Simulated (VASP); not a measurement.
Set up this calculation in VASP 6.6.1, as the native input.

```yaml
Task: single point
Functional: PBEsol
Potentials_or_basis: VASP PAW PBE potentials, release 64 (Al, N)
Cutoff: 520 eV
k_mesh: 9 × 9 × 6
Occupations: gaussian, width 0.05 eV
Spin: no spin polarisation
Dipole_correction: no
Further_INCAR_settings: ALGO = Normal; EDIFF = 1e-06; NBANDS = 16
```

The structure of AlN lies in POSCAR:

```
AlN
1.0
    3.2223000000      0.0000000000      0.0000000000
   -1.6111500000      2.7905936586      0.0000000000
    0.0000000000      0.0000000000      4.2655000000
Al N
2 2
Direct
    0.3333333333      0.6666666667      0.7500000000
    0.6666666667      0.3333333333      0.2500000000
    0.3333333333      0.6666666667      0.2500000000
    0.6666666667      0.3333333333      0.7500000000
```

The input as run:

INCAR

```
ALGO = Normal ; EDIFF = 1E-6
ENCUT = 520 ; GGA = PS
ISIF = 2 ; ISMEAR = 0
LASPH = True ; LCHARG = False
LREAL = False ; LWAVE = False
NBANDS = 16 ; NELM = 100
PREC = Accurate ; SIGMA = 0.05
```

KPOINTS

```
k-points
0
Gamma
  9 9 6
```

Potentials or basis: VASP PAW PBE potentials, release 64 (Al, N).

Run with:

```console
$ cat potpaw_PBE.64/Al/POTCAR potpaw_PBE.64/N/POTCAR > POTCAR
$ mpirun -np 1 vasp_std > vasp.out
```

It gave:

```
Pressure               : 6.7 GPa
Band gap on the k mesh : 3.36 eV, direct
```

Caveat: the PAW data sets were made with another functional, which shifts forces and pressure a little.

Wall time 18 s on 1 thread of Intel(R) Xeon(R) Platinum 8259CL CPU @ 2.50GHz (Skylake/Cascade Lake), with other jobs on the host, peak memory 0.16 GiB.
